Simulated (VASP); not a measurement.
Crystal: ZrO2 (Cubic zirconia).

```
CELL_PARAMETERS angstrom
3.58503 0.00000 0.00000
1.79252 3.10473 0.00000
1.79252 1.03491 2.92717
ATOMIC_POSITIONS crystal
Zr 0.00000 0.00000 0.00000
O 0.25000 0.25000 0.25000
O 0.75000 0.75000 0.75000
```

Base run:

* Program: VASP 6.6.1
* Functional: PBE
* Potentials or basis: VASP PAW PBE potentials, release 64 (Zr_sv, O)
* Cutoff: 600 eV
* k mesh: 7 × 7 × 7
* Occupations: gaussian, width 0.01 eV
* Spin: no spin polarisation

Its results: band gap on the k mesh 3.48 eV, indirect (least direct gap 3.92 eV); pressure 6.9 GPa.

**Question.** The run is repeated on the same cell with these changes: k mesh from 7 × 7 × 7 to 4 × 4 × 4. What comes out?

**Answer.** Band gap on the k mesh 3.39 eV, indirect (least direct gap 3.84 eV); pressure 6.8 GPa.

Caveats: some runs use coarse meshes.

A k mesh can miss the band edges.
